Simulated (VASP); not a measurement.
Input of a VASP 6.6.1 run:

File INCAR:

```
SYSTEM = MgS
  PREC = Accurate
  ENCUT = 520
  EDIFF = 1E-6
  ISMEAR = 0
  SIGMA = 0.02
  LREAL = .False.
  LASPH = .True.
  NELM = 80
  ALGO = Normal
  ISIF = 2
  LWAVE = .False.
  LCHARG = .False.
  GGA = PE
  NBANDS = 11
```

KPOINTS

```
regular mesh
0
Gamma
  6 6 6
  0 0 0
```

File POSCAR:

```
MgS
1.0
    6.2914138222      0.0000000000      0.0000000000
   -3.1457069111      5.4485241957      0.0000000000
    0.0000000000      0.0000000000      4.4547787973
Mg S
1 1
Direct
    0.0000000000      0.0000000000      0.0000000000
    0.0000000000      0.0000000000      0.5000000000
```

Potentials or basis: VASP PAW PBE potentials, release 64 (Mg, S).

Run with:

```sh
$ cat potpaw_PBE.64/Mg/POTCAR potpaw_PBE.64/S/POTCAR > POTCAR
$ mpirun -np 1 vasp_std > vasp.out
```

(1) Predict the pressure.

(2) Predict the band gap on the k mesh.

## Answers

(1) 0.0 GPa.

(2) 2.37 eV, indirect (least direct gap 2.66 eV).
